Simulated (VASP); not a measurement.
Set up this calculation in VASP 6.6.1, as the native input.

```
Task                   : single point
Functional             : r2SCAN
Potentials or basis    : VASP PAW PBE potentials, release 64 (Nb_sv)
Cutoff                 : 520 eV
k mesh                 : 18 × 18 × 18
Occupations            : gaussian, width 0.1 eV
Spin                   : no spin polarisation
Dipole correction      : no
Further INCAR settings : ALGO = Normal; EDIFF = 1e-06; NBANDS = 12
```

Crystal: Nb.

```
Nb
1.0
    -1.65556    1.65556    1.65556
     1.65556   -1.65556    1.65556
     1.65556    1.65556   -1.65556
Nb
1
Direct
  0.00000 0.00000 0.00000
```

These files were run (other wordings do the same):

POSCAR

```
Nb
1.0
   -1.6555580008      1.6555580008      1.6555580008
    1.6555580008     -1.6555580008      1.6555580008
    1.6555580008      1.6555580008     -1.6555580008
Nb
1
Direct
    0.0000000000      0.0000000000      0.0000000000
```

INCAR.step1

```
SYSTEM = Nb
PREC = Accurate
ENCUT = 520
ISMEAR = 0
SIGMA = 0.1
LREAL = .False.
LASPH = .True.
NELM = 100
NBANDS = 12
GGA = PE
ALGO = Normal
EDIFF = 1E-4
LWAVE = .True.
LCHARG = .False.
```

INCAR.step2

```
SYSTEM = Nb
PREC = Accurate
ENCUT = 520
EDIFF = 1E-6
ISMEAR = 0
SIGMA = 0.1
LREAL = .False.
LASPH = .True.
NELM = 100
ALGO = Normal
ISIF = 2
LWAVE = .False.
LCHARG = .False.
METAGGA = R2SCAN
LMIXTAU = .True.
NBANDS = 12
ISTART = 1
```

KPOINTS

```
Automatic mesh
0
Gamma
  18 18 18
  0 0 0
```

Potentials or basis: VASP PAW PBE potentials, release 64 (Nb_sv).

Run with:

```sh
$ cat potpaw_PBE.64/Nb_sv/POTCAR > POTCAR
$ cp INCAR.step1 INCAR
$ mpirun -np 1 vasp_std > vasp.out
$ cp INCAR.step2 INCAR
$ mpirun -np 1 vasp_std > vasp.out
```

It gave:

```
Pressure               : -1.2 GPa
Band gap on the k mesh : zero (an odd number of electrons rules out a gap without spin polarisation)
```

Caveat: the PAW data sets were made with another functional, which shifts forces and pressure a little.

Wall time 55 s on 1 thread of Intel(R) Xeon(R) 6975P-C (Granite Rapids), on a shared host, peak memory 0.17 GiB.
